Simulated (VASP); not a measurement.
# Ge (Fd-3m) in VASP: a series of runs

Ge is run at these levels: PBE, PBEsol, LDA, r2SCAN; tasks: relaxation of cell and atoms, single point.

Program: VASP 6.6.1. These are calculated values, not measurements. Logs are shortened: lines on timing, memory, paths and dates and some standing lists are left out, and cuts for length are marked.

### 1 The cell of the first run

The structure is cubic, space group Fd-3m (No. 227). Conventional cell: a = 5.543 Å, b = 5.543 Å, c = 5.543 Å, α = 90.00°, β = 90.00°, γ = 90.00°. Within 3.2 Å of Ge (site symmetry -43m) lie 4 Ge at 2.40 Å.

### 2 Relaxation of cell and atoms, PBE

INCAR reads:

```
PREC     = Accurate       # precision mode
ENCUT    = 600            # plane-wave cutoff, eV
EDIFF    = 1E-7           # SCF threshold, eV
ISMEAR   = -1             # smearing method
SIGMA    = 0.02           # smearing width, eV
LREAL    = False          # projectors in reciprocal space
LASPH    = True           # aspherical terms in the spheres
NELM     = 80             # most SCF steps
ALGO     = Normal         # electronic algorithm
ISIF     = 3              # what is computed and relaxed
LWAVE    = False          # write WAVECAR
LCHARG   = False          # write CHGCAR
GGA      = PE             # functional
IBRION   = 2              # ionic algorithm
NSW      = 80             # ionic steps
EDIFFG   = -0.005         # ionic threshold
```

KPOINTS reads:

```
regular mesh
0
Gamma
  8 8 8
```

POSCAR reads:

```
Ge
1.0
    0.0000000000      2.7712812921      2.7712812921
    2.7712812921      0.0000000000      2.7712812921
    2.7712812921      2.7712812921      0.0000000000
Ge
2
Direct
    0.0000000000      0.0000000000      0.0000000000
    0.2500000000      0.2500000000      0.2500000000
```

Potentials or basis: VASP PAW PBE potentials, release 64 (Ge_d).

Command:

```
$ cat potpaw_PBE.64/Ge_d/POTCAR > POTCAR
$ mpirun -np 1 vasp_std > vasp.out
```

OUTCAR:

```text
PREC = Accurate
   ENCUT = 600
   EDIFF = 1E-7
   ISMEAR = -1
   LREAL = False
   LASPH = True
   NELM = 80
   ISIF = 3
   GGA = PE
   IBRION = 2
   NSW = 80
   EDIFFG = -0.005

 ion  position               nearest neighbor table
   1  0.000  0.000  0.000-   2 2.40   2 2.40   2 2.40   2 2.40
   2  0.250  0.250  0.250-   1 2.40   1 2.40   1 2.40   1 2.40

  LATTYP: Found a face centered cubic cell.
 ALAT       =     5.5425625842

  Lattice vectors:

 A1 = (   0.0000000000,   2.7712812921,   2.7712812921)
 A2 = (   2.7712812921,   0.0000000000,   2.7712812921)
 A3 = (   2.7712812921,   2.7712812921,   0.0000000000)

Analysis of symmetry for initial positions (statically):
=====================================================================
 Subroutine PRICEL returns:
 Original cell was already a primitive cell.

 Routine SETGRP: Setting up the symmetry group for a
 face centered cubic supercell.

 Subroutine GETGRP returns: Found 48 space group operations
 (whereof 24 operations were pure point group operations)
 out of a pool of 48 trial point group operations.

The static configuration has the point symmetry T_d .
 The point group associated with its full space group is O_h .

Analysis of symmetry for dynamics (positions and initial velocities):
=====================================================================
 Subroutine PRICEL returns:
 Original cell was already a primitive cell.

 Routine SETGRP: Setting up the symmetry group for a
 face centered cubic supercell.

 Subroutine GETGRP returns: Found 48 space group operations
 (whereof 24 operations were pure point group operations)
 out of a pool of 48 trial point group operations.

The dynamic configuration has the point symmetry T_d .
 The point group associated with its full space group is O_h .

 Subroutine INISYM returns: Found 48 space group operations
 (whereof 24 operations are pure point group operations),
 and found     1 'primitive' translations

----------------------------------------------------------------------------------------

                                     Primitive cell

  volume of cell :      42.5669

  direct lattice vectors                    reciprocal lattice vectors
     0.000000000  2.771281292  2.771281292    -0.180421959  0.180421959  0.180421959
     2.771281292  0.000000000  2.771281292     0.180421959 -0.180421959  0.180421959
     2.771281292  2.771281292  0.000000000     0.180421959  0.180421959 -0.180421959

  length of vectors
     3.919183588  3.919183588  3.919183588     0.312500000  0.312500000  0.312500000

  position of ions in fractional coordinates (direct lattice)
     0.000000000  0.000000000  0.000000000
     0.250000000  0.250000000  0.250000000

  ion indices of the primitive-cell ions
   primitive index   ion index
                 1           1
                 2           2

----------------------------------------------------------------------------------------

 KPOINTS: regular mesh

Automatic generation of k-mesh.
 Grid dimensions read from file:
 generate k-points for:    8    8    8

 Generating k-lattice:

  Cartesian coordinates                     Fractional coordinates (reciprocal lattice)
    -0.022552745  0.022552745  0.022552745     0.125000000  0.000000000  0.000000000
     0.022552745 -0.022552745  0.022552745     0.000000000  0.125000000  0.000000000
     0.022552745  0.022552745 -0.022552745     0.000000000  0.000000000  0.125000000

  Length of vectors
     0.039062500  0.039062500  0.039062500

  Shift w.r.t. Gamma in fractional coordinates (k-lattice)
     0.000000000  0.000000000  0.000000000

 Subroutine IBZKPT returns following result:
 ===========================================

 Found     29 irreducible k-points:

 Following reciprocal coordinates:
            Coordinates               Weight
  0.000000  0.000000  0.000000      1.000000
  0.125000  0.000000  0.000000      8.000000
  0.250000  0.000000  0.000000      8.000000
  0.375000  0.000000  0.000000      8.000000
  0.500000  0.000000  0.000000      4.000000
  0.125000  0.125000  0.000000      6.000000
[... 16 lines left out ...]
  0.500000  0.250000  0.125000     48.000000
 -0.375000  0.250000  0.125000     24.000000
 [... further k-points ...]
   k-points           NKPTS =     29   k-points in BZ     NKDIM =     29   number of bands    NBANDS=     18
   number of dos      NEDOS =    301   number of ions     NIONS =      2
   total plane-waves  NPLWV =  32768
   dimension x,y,z NGX =    32 NGY =   32 NGZ =   32
   dimension x,y,z NGXF=    64 NGYF=   64 NGZF=   64
   ions per type =               2
   NGX,Y,Z   is equivalent  to a cutoff of  13.57, 13.57, 13.57 a.u.
   NGXF,Y,Z  is equivalent  to a cutoff of  27.15, 27.15, 27.15 a.u.
 SYSTEM =  unknown system
   PREC   = accura    normal or accurate (medium, high low for compatibility)
   ISTART =      0    job   : 0-new  1-cont  2-samecut
   ICHARG =      2    charge: 1-file 2-atom 10-const
   ISPIN  =      1    spin polarized calculation?
   LNONCOLLINEAR =      F non collinear calculations
   LSORBIT =      F    spin-orbit coupling
   LASPH  =      T    aspherical Exc in radial PAW
   ENCUT  =  600.0 eV  44.10 Ry    6.64 a.u.   7.83  7.83  7.83*2*pi/ulx,y,z
   NELM   =     80;   NELMIN=  2; NELMDL= -5     # of ELM steps
   EDIFF  = 0.1E-06   stopping-criterion for ELM
   LREAL  =      F    real-space projection
   EDIFFG = -.5E-02   stopping-criterion for IOM
   NSW    =     80    number of steps for IOM
   IBRION =      2    ionic relax: 0-MD 1-quasi-New 2-CG
   NFREE  =      1    steps in history (QN), initial steepest desc. (CG)
   ISIF   =      3    stress and relaxation
   ISYM   =      2    0-nonsym 1-usesym 2-fastsym
   POTIM  = 0.5000    time-step for ionic-motion
   TEBEG  =    0.0;   TEEND  =   0.0 temperature during run
   PSTRESS=    0.0 pullay stress
   NELECT =      28.0000    total number of electrons
   NUPDOWN=      -1.0000    fix difference up-down
   EMIN   =  10.00;   EMAX   =-10.00  energy-range for DOS
   EFERMI =   0.00;   METHOD = LEGACY
   ISMEAR =    -1;   SIGMA  =   0.02  broadening in eV -4-tet -1-fermi 0-gaus
   EFERMI_NEDOS =   21; number of points for ismear=-14 and -15
   IALGO  =     38    algorithm
   IMIX   =      4    mixing-type and parameters
     AMIX     =   0.40;   BMIX     =  1.00
     AMIX_MAG =   1.60;   BMIX_MAG =  1.00
  volume/ion in A,a.u.               =      21.28       143.63
  Fermi-wavevector in a.u.,A,eV,Ry     =   1.423760  2.690517 27.580283  2.027094
  Thomas-Fermi vector in A             =   2.544324
   LORBIT       =      0    0 simple, 1 ext, 2 COOP (PROOUT), +10 PAW based schemes
   GGA     = PE    functional components
   LHFCALC =     F    Hartree Fock is set to
   AEXX    =    0.0000 exact exchange contribution
   IVDW    =     0    specifies the selected vdW correction
   LEPSILON=     F    determine dielectric tensor
   LRPA    =     F    only Hartree local field effects (RPA)
 conjugate gradient relaxation of ions
 non-spin polarized calculation
  energy-cutoff  :      600.00
  volume of cell :       42.57
 maximum number of plane-waves:      1433
   NGX = 15   NGY = 15   NGZ = 15

--------------------------------------- Ionic step        1  -------------------------------------------

 number of electron      27.9999981 magnetization

 Free energy of the ion-electron system (eV)
  ---------------------------------------------------
  ext. energy  EPLUGINS =         0.00000000
  ---------------------------------------------------
  free energy    TOTEN  =        -8.89571006 eV

  energy without entropy =       -8.89570964  energy(sigma->0) =       -8.89570985

 E-fermi :   5.8051     XC(G=0): -10.2199

 val. band max:        5.6178299106   @ k =   0.0000   0.0000   0.0000
 cond. band min:       5.9982657642   @ k =   0.5000   0.0000   0.0000
 fundamental gap:      0.3804358536
 Fermi energy:         5.8050900438

 k-point     1 :       0.0000    0.0000    0.0000
  band No.  band energies     occupation
      1     -19.2964      2.00000
      2     -19.2964      2.00000
      3     -19.2964      2.00000
      4     -19.2552      2.00000
      5     -19.2552      2.00000
      6     -19.0088      2.00000
[... 10 lines left out ...]
     17       8.1938      0.00000
     18       8.1938      0.00000
[... 613 lines left out ...]
 POSITION                                       TOTAL-FORCE (eV/Angst)
 -----------------------------------------------------------------------------------
      2.88208      0.00000      2.88208         0.000000      0.000000      0.000000
      1.44104      1.44104      1.44104        -0.000000     -0.000000     -0.000000
 -----------------------------------------------------------------------------------
    total drift:                               -0.000000      0.000000      0.000000

  FREE ENERGIE OF THE ION-ELECTRON SYSTEM (eV)
  ---------------------------------------------------
  free  energy   TOTEN  =        -9.0260156930 eV

  energy  without entropy=       -9.0256999685  energy(sigma->0) =       -9.02585783

--------------------------------------- Ionic step        5  -------------------------------------------

 number of electron      28.0000014 magnetization

 Free energy of the ion-electron system (eV)
  ---------------------------------------------------
  ext. energy  EPLUGINS =         0.00000000
  ---------------------------------------------------
  free energy    TOTEN  =        -9.02603871 eV

  energy without entropy =       -9.02572843  energy(sigma->0) =       -9.02588357

 E-fermi :   4.4715     XC(G=0):  -9.6667

 val. band max:        4.1665884638   @ k =   0.1250   0.0000   0.0000
 cond. band min:       4.4777201143   @ k =   0.0000   0.0000   0.0000
 fundamental gap:      0.3111316505
 Fermi energy:         4.4714866763

 k-point     1 :       0.0000    0.0000    0.0000
  band No.  band energies     occupation
      1     -20.2667      2.00000
      2     -20.2667      2.00000
      3     -20.2667      2.00000
      4     -20.2346      2.00000
      5     -20.2346      2.00000
      6     -20.0518      2.00000
[... 10 lines left out ...]
     17       7.0060      0.00000
     18       7.0060      0.00000
[... 505 lines left out ...]
 POSITION                                       TOTAL-FORCE (eV/Angst)
 -----------------------------------------------------------------------------------
      0.00000      0.00000      0.00000        -0.000000     -0.000000     -0.000000
      1.44041      1.44041      1.44041         0.000000      0.000000      0.000000
 -----------------------------------------------------------------------------------
    total drift:                               -0.000000      0.000000      0.000000

  FREE ENERGIE OF THE ION-ELECTRON SYSTEM (eV)
  ---------------------------------------------------
  free  energy   TOTEN  =        -9.0260387080 eV

  energy  without entropy=       -9.0257284344  energy(sigma->0) =       -9.02588357

 reached required accuracy - stopping structural energy minimisation
```

It took 42 s on 1 thread of Intel Xeon 6975P-C (Granite Rapids), shared host; peak memory 0.18 GiB.

Results:

* Free energy: -9.0260 eV
* Relaxed volume: 23.91 Å³/atom
* Relaxed cell: a = 4.074 Å, b = 4.074 Å, c = 4.074 Å, α = 60.00°, β = 60.00°, γ = 60.00°
* Space group after relaxing (to 0.05 Å): Fd-3m (No. 227)
* Energy gained by relaxing: 65.2 meV/atom
* Ionic steps: 5
* Pressure after relaxing: 0.0 GPa
* Band gap on the k mesh: zero (filled and empty bands touch)

Step by step:
| step | energy change (eV) | largest force (eV/Å) | pressure (GPa) | volume (Å³) |
| --- | --- | --- | --- | --- |
| 1 | 0.0000 | 0.0000 | 8.92 | 42.57 |
| 2 | -0.1088 | 0.0000 | -2.68 | 50.30 |
| 3 | -0.1303 | 0.0000 | 0.04 | 47.77 |
| 4 | -0.1303 | 0.0000 | -0.06 | 47.88 |
| 5 | -0.1303 | 0.0000 | -0.03 | 47.82 |

Final structure:
```
Ge
1.0
     0.00000    2.88083    2.88083
     2.88083    0.00000    2.88083
     2.88083    2.88083    0.00000
Ge
2
Cartesian
  0.0000 0.0000 0.0000
  1.4404 1.4404 1.4404
```

[end of part 1 of 3]
